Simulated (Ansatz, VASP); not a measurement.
ZrSi7: VASP beside Ansatz

INCAR

```
PREC = Accurate ; ENCUT = 600
EDIFF = 1E-6 ; ISMEAR = 0
SIGMA = 0.1 ; LREAL = F
LASPH = T ; NELM = 100
ALGO = Normal ; ISIF = 3
LWAVE = F ; LCHARG = F
GGA = PE ; IBRION = 2
NSW = 100 ; EDIFFG = -0.05
```

Contents of KPOINTS:

```
regular mesh
0
Gamma
  4 4 4
```

The input POSCAR:

```
ZrSi7
1.0
    5.7334857981      0.0000000000      0.0000000000
    0.0000000000      5.7334857981      0.0000000000
    0.0000000000      0.0000000000      5.7334857981
Zr Si
1 7
Direct
    0.0000000000      0.0000000000      0.0000000000
    0.2526152100      0.2526152100      0.2526152100
    0.0000000000      0.5000000000      0.5000000000
    0.5000000000      0.5000000000      0.0000000000
    0.5000000000      0.0000000000      0.5000000000
    0.7473847900      0.2526152100      0.7473847900
    0.7473847900      0.7473847900      0.2526152100
    0.2526152100      0.7473847900      0.7473847900
```

Input for Ansatz:

```yaml
crystal:
  lattice:
    - [5.7334857981, 0.0, 0.0]
    - [0.0, 5.7334857981, 0.0]
    - [0.0, 0.0, 5.7334857981]
  atoms:
    - { symbol: Zr, position: [0.0, 0.0, 0.0] }
    - { symbol: Si, position: [0.25261521, 0.25261521, 0.25261521] }
    - { symbol: Si, position: [0.0, 0.5, 0.5] }
    - { symbol: Si, position: [0.5, 0.5, 0.0] }
    - { symbol: Si, position: [0.5, 0.0, 0.5] }
    - { symbol: Si, position: [0.74738479, 0.25261521, 0.74738479] }
    - { symbol: Si, position: [0.74738479, 0.74738479, 0.25261521] }
    - { symbol: Si, position: [0.25261521, 0.74738479, 0.74738479] }
basis:
  ecutwfc: 420
kpoints:
  mp_grid: { grid: [4, 4, 4] }
hamiltonian:
  xc: pbe
scf:
  occupations: { method: gaussian, width: 0.1 }
output:
  forces: true
  stress: true
  eigenvalues: true
relax:
  adjacent_minimum: "off"
  f_tol: 0.05
  max_steps: 80
  cell: { stress_tol: 0.5 }
```

Alike in both runs: task relaxation of cell and atoms; functional PBE; k mesh 4 × 4 × 4; occupations gaussian, width 0.1 eV; no spin polarisation.

|  | VASP | Ansatz |
| --- | --- | --- |
| version | VASP 6.6.1 | Ansatz 0.2.0 |
| potentials or method | VASP PAW PBE potentials, release 64 (Zr_sv, Si), cutoff 600 eV | scalar-relativistic, plane waves, PAW |
| valence electrons in the cell | 40 | 40 |

Ansatz gave:

- gap on the k mesh at the Fermi level, each at its own relaxed structure (eV): none
- relaxed volume (Å³/atom): 22.55
- relaxed cell length with the largest relative difference (Å): 5.650

Problem. Estimate VASP's values.

Solution. gap on the k mesh at the Fermi level, each at its own relaxed structure (eV): none; relaxed volume (Å³/atom): 22.54; relaxed cell length with the largest relative difference (Å): 5.649.

A gap of «none» marks a metal or a gap that the smearing closes.
